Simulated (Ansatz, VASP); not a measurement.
C13O in VASP and in Ansatz

The input INCAR:

```
SYSTEM = C13O
PREC = Accurate ; ENCUT = 520
EDIFF = 1E-6 ; ISMEAR = 0
SIGMA = 0.05 ; LREAL = .False.
LASPH = .True. ; NELM = 60
ALGO = Normal ; ISIF = 2
LWAVE = .False. ; LCHARG = .False.
LDIPOL = .True. ; IDIPOL = 3
DIPOL = 0.5 0.5 0.307 ; GGA = PE
IVDW = 12 ; NBANDS = 42
```

File KPOINTS:

```
Automatic mesh
0
Gamma
  6 8 1
  0 0 0
```

POSCAR

```
C13O
1.0
    4.9292228556      0.0000000000      0.0000000000
    0.6166369004      3.5586578569      0.0000000000
    0.0000000000      0.0000000000     23.5476436662
C O
13 1
Direct
    0.3564276904      0.1499632950      0.1698683765
    0.8564276904      0.1499632950      0.1698683765
    0.0989390319      0.2099625321      0.1987042506
    0.5989390319      0.2099625321      0.1987042506
    0.0841110515      0.3299262085      0.2563592746
    0.5841110516      0.3299262085      0.2563592746
    0.3266667349      0.3895095996      0.2844286850
    0.8266667349      0.3895095996      0.2844286850
    0.3105178057      0.5194460749      0.3444814082
    0.8105178057      0.5194460749      0.3444814082
    0.0532190510      0.5779316571      0.3693636522
    0.5532190510      0.5779316571      0.3693636522
    0.1782190510      1.3279316571      0.5498488023
    0.1782190510      1.3279316571      0.5010116440
```

Input for Ansatz:

```yaml
crystal:
  lattice:
    - [4.9292228556, 0.0, 0.0]
    - [0.6166369004, 3.5586578569, 0.0]
    - [0.0, 0.0, 23.5476436662]
  atoms:
    - { symbol: C, position: [0.3564276904, 0.149963295, 0.1698683765] }
    - { symbol: C, position: [0.8564276904, 0.149963295, 0.1698683765] }
    - { symbol: C, position: [0.0989390319, 0.2099625321, 0.1987042506] }
    - { symbol: C, position: [0.5989390319, 0.2099625321, 0.1987042506] }
    - { symbol: C, position: [0.0841110515, 0.3299262085, 0.2563592746] }
    - { symbol: C, position: [0.5841110516, 0.3299262085, 0.2563592746] }
    - { symbol: C, position: [0.3266667349, 0.3895095996, 0.284428685] }
    - { symbol: C, position: [0.8266667349, 0.3895095996, 0.284428685] }
    - { symbol: C, position: [0.3105178057, 0.5194460749, 0.3444814082] }
    - { symbol: C, position: [0.8105178057, 0.5194460749, 0.3444814082] }
    - { symbol: C, position: [0.053219051, 0.5779316571, 0.3693636522] }
    - { symbol: C, position: [0.553219051, 0.5779316571, 0.3693636522] }
    - { symbol: O, position: [0.178219051, 1.3279316571, 0.501011644] }
    - { symbol: C, position: [0.178219051, 1.3279316571, 0.5498488023] }
basis:
  ecutwfc: 420
kpoints:
  mp_grid: { grid: [6, 8, 1] }
hamiltonian:
  xc: pbe
  pseudopotentials: { kind: paw, azcp: { folder: soft_1 } }
  dispersion: d3bj
scf:
  occupations: { method: gaussian, width: 0.05 }
output:
  forces: true
  eigenvalues: true
efield:
  axis: 3
  dipole_correction: true
  ramp_width: 0.04
```

Alike in both runs: task single point; functional PBE; dispersion D3(BJ); k mesh 6 × 8 × 1; occupations gaussian, width 0.05 eV; no spin polarisation.

```csv
,VASP,Ansatz
version,VASP 6.6.1,Ansatz 0.2.0
potentials or method,"VASP PAW PBE potentials, release 64 (C, O), cutoff 520 eV","scalar-relativistic, plane waves, PAW"
valence electrons in the cell,58,58
```

```tsv
	VASP	Ansatz	Ansatz less VASP
gap on the k mesh at the Fermi level (eV)	none	none	-
rms of the force components (eV/Å)	0.899	0.951	+0.0522
```

A gap of «none» marks a metal or a gap that the smearing closes.

Noted on VASP's run: the standard files for N, O and F lose accuracy on very short bonds.
